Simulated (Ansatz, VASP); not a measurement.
BN in VASP and in Ansatz

```
B N
1.0
     0.00000    1.80482    1.80482
     1.80482    0.00000    1.80482
     1.80482    1.80482    0.00000
B N
1 1
Direct
  0.00000 0.00000 0.00000
  0.25000 0.25000 0.25000
```

Alike in both runs: task single point; functional r2SCAN; k mesh 8 × 8 × 8; no spin polarisation.

|  | VASP | Ansatz |
| --- | --- | --- |
| version | VASP 6.6.1 | Ansatz 0.2.0 |
| potentials or method | VASP PAW PBE potentials, release 64 (B, N) | plane waves |
| plane-wave cutoff (eV) | 660 | 500 |
| occupations | gaussian, width 0.01 eV | fixed |
| valence electrons in the cell | 8 | 8 |

Ansatz gave:

| Item | Value |
| --- | --- |
| gap on the k mesh at the Fermi level (eV) | 5.00 |
| pressure (GPa) | 0.0 |

What did VASP give for the same quantities?

gap on the k mesh at the Fermi level (eV): 4.98; pressure (GPa): 1.2.

VASP's potentials were made for PBE, not for r2SCAN.
